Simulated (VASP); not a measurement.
# Ta (Im-3m) in VASP: further runs

The runs below take Ta through single point, with PBE.

Everything below comes from runs of VASP 6.6.1. Logs are shortened: lines on timing, memory, paths and dates and some standing lists are left out, and cuts for length are marked.

**1. The cell of the first run**

It takes space group Im-3m (No. 229, cubic). The conventional cell has a = 3.303 Å, b = 3.303 Å, c = 3.303 Å, α = 90.00°, β = 90.00°, γ = 90.00°. Ta (site symmetry m-3m) has 14 Ta at 2.86 to 3.30 Å within 3.8 Å.

**2. Single point, PBE**

The input, INCAR:

```
SYSTEM = Ta
PREC = Accurate
ENCUT = 520
EDIFF = 1E-6
ISMEAR = 0
SIGMA = 0.025
LREAL = .FALSE.
LASPH = .TRUE.
NELM = 60
ALGO = Normal
ISIF = 2
LWAVE = .FALSE.
LCHARG = .FALSE.
GGA = PE
NBANDS = 12
```

The input, KPOINTS:

```
regular mesh
0
G
  11 11 11
  0 0 0
```

The input, POSCAR:

```
Ta
1.0
   -1.6512800000      1.6512800000      1.6512800000
    1.6512800000     -1.6512800000      1.6512800000
    1.6512800000      1.6512800000     -1.6512800000
Ta
1
Direct
    0.0000000000      0.0000000000      0.0000000000
```

Potentials or basis: VASP PAW PBE potentials, release 64 (Ta_pv).

Command:

```
> cat potpaw_PBE.64/Ta_pv/POTCAR > POTCAR
> mpirun -np 1 vasp_std > vasp.out
```

OUTCAR:

```text
SYSTEM = Ta
   PREC = Accurate
   ENCUT = 520
   EDIFF = 1E-6
   ISMEAR = 0
   LREAL = .FALSE.
   LASPH = .TRUE.
   NELM = 60
   ISIF = 2
   GGA = PE

 ion  position               nearest neighbor table
   1  0.000  0.000  0.000-

  LATTYP: Found a body centered cubic cell.
 ALAT       =     3.3025600000

  Lattice vectors:

 A1 = (  -1.6512800000,   1.6512800000,   1.6512800000)
 A2 = (   1.6512800000,  -1.6512800000,   1.6512800000)
 A3 = (   1.6512800000,   1.6512800000,  -1.6512800000)

Analysis of symmetry for initial positions (statically):
=====================================================================
 Subroutine PRICEL returns:
 Original cell was already a primitive cell.

 Routine SETGRP: Setting up the symmetry group for a
 body centered cubic supercell.

 Subroutine GETGRP returns: Found 48 space group operations
 (whereof 48 operations were pure point group operations)
 out of a pool of 48 trial point group operations.

The static configuration has the point symmetry O_h .

Analysis of symmetry for dynamics (positions and initial velocities):
=====================================================================
 Subroutine PRICEL returns:
 Original cell was already a primitive cell.

 Routine SETGRP: Setting up the symmetry group for a
 body centered cubic supercell.

 Subroutine GETGRP returns: Found 48 space group operations
 (whereof 48 operations were pure point group operations)
 out of a pool of 48 trial point group operations.

The dynamic configuration has the point symmetry O_h .

 Subroutine INISYM returns: Found 48 space group operations
 (whereof 48 operations are pure point group operations),
 and found     1 'primitive' translations

----------------------------------------------------------------------------------------

                                     Primitive cell

  volume of cell :      18.0104

  direct lattice vectors                    reciprocal lattice vectors
    -1.651280000  1.651280000  1.651280000     0.000000000  0.302795407  0.302795407
     1.651280000 -1.651280000  1.651280000     0.302795407  0.000000000  0.302795407
     1.651280000  1.651280000 -1.651280000     0.302795407  0.302795407  0.000000000

  length of vectors
     2.860100858  2.860100858  2.860100858     0.428217371  0.428217371  0.428217371

  position of ions in fractional coordinates (direct lattice)
     0.000000000  0.000000000  0.000000000

  ion indices of the primitive-cell ions
   primitive index   ion index
                 1           1

----------------------------------------------------------------------------------------

 KPOINTS: regular mesh

Automatic generation of k-mesh.
 Grid dimensions read from file:
 generate k-points for:   11   11   11

 Generating k-lattice:

  Cartesian coordinates                     Fractional coordinates (reciprocal lattice)
     0.000000000  0.027526855  0.027526855     0.090909091  0.000000000  0.000000000
     0.027526855  0.000000000  0.027526855     0.000000000  0.090909091  0.000000000
     0.027526855  0.027526855  0.000000000     0.000000000  0.000000000  0.090909091

  Length of vectors
     0.038928852  0.038928852  0.038928852

  Shift w.r.t. Gamma in fractional coordinates (k-lattice)
     0.000000000  0.000000000  0.000000000

 Subroutine IBZKPT returns following result:
 ===========================================

 Found     56 irreducible k-points:

 Following reciprocal coordinates:
            Coordinates               Weight
  0.000000  0.000000  0.000000      1.000000
  0.090909  0.000000  0.000000     12.000000
  0.181818  0.000000  0.000000     12.000000
  0.272727  0.000000  0.000000     12.000000
  0.363636  0.000000  0.000000     12.000000
  0.454545  0.000000  0.000000     12.000000
[... 16 lines left out ...]
  0.272727  0.181818  0.090909     48.000000
  0.363636  0.181818  0.090909     24.000000
 [... further k-points ...]
   k-points           NKPTS =     56   k-points in BZ     NKDIM =     56   number of bands    NBANDS=     12
   number of dos      NEDOS =    301   number of ions     NIONS =      1
   total plane-waves  NPLWV =  13824
   dimension x,y,z NGX =    24 NGY =   24 NGZ =   24
   dimension x,y,z NGXF=    48 NGYF=   48 NGZF=   48
   ions per type =               1
   NGX,Y,Z   is equivalent  to a cutoff of  13.95, 13.95, 13.95 a.u.
   NGXF,Y,Z  is equivalent  to a cutoff of  27.90, 27.90, 27.90 a.u.
 SYSTEM =  Ta
   PREC   = accura    normal or accurate (medium, high low for compatibility)
   ISTART =      0    job   : 0-new  1-cont  2-samecut
   ICHARG =      2    charge: 1-file 2-atom 10-const
   ISPIN  =      1    spin polarized calculation?
   LNONCOLLINEAR =      F non collinear calculations
   LSORBIT =      F    spin-orbit coupling
   LASPH  =      T    aspherical Exc in radial PAW
   ENCUT  =  520.0 eV  38.22 Ry    6.18 a.u.   5.32  5.32  5.32*2*pi/ulx,y,z
   NELM   =     60;   NELMIN=  2; NELMDL= -5     # of ELM steps
   EDIFF  = 0.1E-05   stopping-criterion for ELM
   LREAL  =      F    real-space projection
   EDIFFG = 0.1E-04   stopping-criterion for IOM
   NSW    =      0    number of steps for IOM
   IBRION =     -1    ionic relax: 0-MD 1-quasi-New 2-CG
   NFREE  =      0    steps in history (QN), initial steepest desc. (CG)
   ISIF   =      2    stress and relaxation
   ISYM   =      2    0-nonsym 1-usesym 2-fastsym
   POTIM  = 0.5000    time-step for ionic-motion
   TEBEG  =    0.0;   TEEND  =   0.0 temperature during run
   PSTRESS=    0.0 pullay stress
   NELECT =      11.0000    total number of electrons
   NUPDOWN=      -1.0000    fix difference up-down
   EMIN   =  10.00;   EMAX   =-10.00  energy-range for DOS
   EFERMI =   0.00;   METHOD = LEGACY
   ISMEAR =     0;   SIGMA  =   0.03  broadening in eV -4-tet -1-fermi 0-gaus
   EFERMI_NEDOS =   21; number of points for ismear=-14 and -15
   IALGO  =     38    algorithm
   IMIX   =      4    mixing-type and parameters
     AMIX     =   0.40;   BMIX     =  1.00
     AMIX_MAG =   1.60;   BMIX_MAG =  1.00
  volume/ion in A,a.u.               =      18.01       121.54
  Fermi-wavevector in a.u.,A,eV,Ry     =   1.388988  2.624806 26.249534  1.929286
  Thomas-Fermi vector in A             =   2.513061
   LORBIT       =      0    0 simple, 1 ext, 2 COOP (PROOUT), +10 PAW based schemes
   GGA     = PE    functional components
   LHFCALC =     F    Hartree Fock is set to
   AEXX    =    0.0000 exact exchange contribution
   IVDW    =     0    specifies the selected vdW correction
   LEPSILON=     F    determine dielectric tensor
   LRPA    =     F    only Hartree local field effects (RPA)
 non-spin polarized calculation
 Gauss-broadening in eV      SIGMA  =   0.03
  energy-cutoff  :      520.00
  volume of cell :       18.01
 maximum number of plane-waves:       494
 NGX is ok and might be reduce to    24
   NGX = 11   NGY = 11   NGZ = 11

 number of electron      11.0000002 magnetization

 Free energy of the ion-electron system (eV)
  ---------------------------------------------------
  ext. energy  EPLUGINS =         0.00000000
  ---------------------------------------------------
  free energy    TOTEN  =       -11.81531625 eV

  energy without entropy =      -11.81522410  energy(sigma->0) =      -11.81527017

 E-fermi :   5.4552     XC(G=0): -12.6163

 val. band max:        5.4264753252   @ k =   0.1818   0.0000   0.0000
 cond. band min:       5.5132619562   @ k =   0.3636   0.1818   0.0909
 fundamental gap:      0.0867866311
 Fermi energy:         5.4551827095

 k-point     1 :       0.0000    0.0000    0.0000
  band No.  band energies     occupation
      1     -27.5730      2.00000
      2     -27.5730      2.00000
      3     -27.5730      2.00000
      4      -2.4301      2.00000
      5       6.2279      0.00000
      6       6.2279      0.00000
      7       6.2279      0.00000
      8       9.5002      0.00000
      9       9.5002      0.00000
     10      20.1984      0.00000
     11      20.4969      0.00000
     12      20.4969      0.00000

 k-point     2 :       0.0909    0.0000    0.0000
  band No.  band energies     occupation
      1     -27.6742      2.00000
      2     -27.6042      2.00000
      3     -27.5736      2.00000
      4      -2.0645      2.00000
      5       5.9936      0.00000
      6       6.1472      0.00000
      7       6.5887      0.00000
      8       9.1531      0.00000
      9       9.5030      0.00000
     10      20.1980      0.00000
     11      20.8125      0.00000
     12      21.1381      0.00000

 k-point     3 :       0.1818    0.0000    0.0000
  band No.  band energies     occupation
      1     -27.9380      2.00000
      2     -27.6868      2.00000
      3     -27.5751      2.00000
      4      -1.0749      2.00000
      5       5.4265      1.89561
      6       5.7662      0.00000
      7       7.6414      0.00000
      8       8.8023      0.00000
      9       9.5591      0.00000
     10      20.1970      0.00000
     11      21.2269      0.00000
     12      22.9105      0.00000
[... 286 lines left out ...]
 k-point    23 :       0.2727    0.1818    0.0909
  band No.  band energies     occupation
      1     -28.5386      2.00000
      2     -28.0292      2.00000
      3     -27.7578      2.00000
      4       2.6355      2.00000
      5       3.9671      2.00000
      6       4.8681      2.00000
      7       9.8428      0.00000
      8      10.3963      0.00000
      9      14.6681      0.00000
     10      15.8722      0.00000
     11      19.5203      0.00000
     12      20.2043      0.00000

 k-point    24 :       0.3636    0.1818    0.0909
  band No.  band energies     occupation
      1     -28.5415      2.00000
      2     -28.1074      2.00000
      3     -27.7657      2.00000
      4       2.6601      2.00000
      5       3.9070      2.00000
      6       5.5133      0.00102
      7       9.9273      0.00000
      8      10.5011      0.00000
      9      14.5989      0.00000
     10      15.6152      0.00000
     11      18.8923      0.00000
     12      20.2035      0.00000

 [... further k-points ...]

------------------------ aborting loop because EDIFF is reached ----------------------------------------

  FORCE on cell =-STRESS in cart. coord.  units (eV):
  Direction    XX          YY          ZZ          XY          YZ          ZX
  --------------------------------------------------------------------------------------
  -------------------------------------------------------------------------------------
  Total        0.2504462      0.2504462      0.2504462      0.0000000     -0.0000000      0.0000000
  in kB       22.2793653     22.2793653     22.2793653      0.0000000     -0.0000000      0.0000000
  external PRESSURE =      22.2793653 kB  Pullay stress =       0.0000000 kB

 VOLUME and BASIS-vectors are now :
 -----------------------------------------------------------------------------
  energy-cutoff  :      520.00
  volume of cell :       18.01
      direct lattice vectors                 reciprocal lattice vectors
    -1.651280000  1.651280000  1.651280000     0.000000000  0.302795407  0.302795407
     1.651280000 -1.651280000  1.651280000     0.302795407  0.000000000  0.302795407
     1.651280000  1.651280000 -1.651280000     0.302795407  0.302795407  0.000000000

 POSITION                                       TOTAL-FORCE (eV/Angst)
 -----------------------------------------------------------------------------------
      0.00000      0.00000      0.00000        -0.000000      0.000000     -0.000000
 -----------------------------------------------------------------------------------
    total drift:                                0.000000      0.000000     -0.000000

  FREE ENERGIE OF THE ION-ELECTRON SYSTEM (eV)
  ---------------------------------------------------
  free  energy   TOTEN  =       -11.8153162481 eV

  energy  without entropy=      -11.8152240988  energy(sigma->0) =      -11.81527017
```

It took 7.1 s on 1 thread of Intel Xeon 6975P-C, shared host; peak memory 0.14 GiB.

What came out:

- Free energy: -11.8153 eV
- Pressure: 2.2 GPa

Caveat: spin-orbit coupling is left out, which moves the levels of the heavy elements.

**3. Single point, PBE**

The input, INCAR:

```
  ALGO = Fast
  EDIFF = 1E-7
  ENCUT = 520
  GGA = PE
  ISIF = 2
  ISMEAR = 0
  LASPH = True
  LCHARG = True
  LELF = True
  LREAL = False
  LVHAR = True
  LWAVE = False
  NBANDS = 12
  NELM = 80
  PREC = Accurate
  SIGMA = 0.017
```

The input, KPOINTS:

```
k-points
0
Gamma
  11 11 11
```

POSCAR is that of step 2.

Potentials or basis: VASP PAW PBE potentials, release 64 (Ta_pv).

Command:

```
> cat potpaw_PBE.64/Ta_pv/POTCAR > POTCAR
> mpirun -np 1 vasp_std > vasp.out
```

It took 13 s on 1 thread of Intel Xeon 6975P-C, shared host; peak memory 0.14 GiB.

It converged, with:

```yaml
Free_energy: -11.8153 eV
Pressure: 2.3 GPa
```

Levels at points of the mesh, in eV from the Fermi level:
| k point | band 1 | band 2 | band 3 | band 4 | band 5 | band 6 | band 7 | band 8 | band 9 | band 10 |
| --- | --- | --- | --- | --- | --- | --- | --- | --- | --- | --- |
| (0.00, 0.00, 0.00) | -33.02 | -33.02 | -33.02 | -7.87 | 0.78 | 0.78 | 0.78 | 4.06 | 4.06 | 15.05 |

Caveat: spin-orbit coupling is left out, which moves the levels of the heavy elements.
